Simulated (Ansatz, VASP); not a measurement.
Mo in VASP and in Ansatz

```xyz
1
Lattice="-1.5647 1.5647 1.4864 1.5647 -1.5647 1.4864 1.5647 1.5647 -1.4864" Properties=species:S:1:pos:R:3 pbc="T T T"
Mo    0.0000    0.0000    0.0000
```

Change from the starting cell: strain +0.000 along x and y, -0.050 along z, atoms carried along.

Alike in both runs: task single point; functional PBEsol; k mesh 26 × 26 × 26; occupations gaussian, width 0.15 eV; no spin polarisation.

|  | VASP | Ansatz |
| --- | --- | --- |
| version | VASP 6.6.1 | Ansatz 0.2.0 |
| potentials or method | VASP PAW PBE potentials, release 64 (Mo_sv), cutoff 520 eV | scalar-relativistic, plane waves, PAW |
| valence electrons in the cell | 14 | 14 |

VASP gave:

```
gap on the k mesh at the Fermi level (eV)                     : none
pressure (GPa)                                                : 17.2
traceless stress, the component that is largest in VASP (GPa) : 12.60
```

What did Ansatz give for the same quantities?

gap on the k mesh at the Fermi level (eV): none; pressure (GPa): 16.4; traceless stress, the component that is largest in VASP (GPa): 12.60.

VASP's potentials were made for PBE, not for PBEsol. A gap of «none» marks a metal or a gap that the smearing closes. The functional is the same, so the differences come from potentials, cutoffs and numerics.
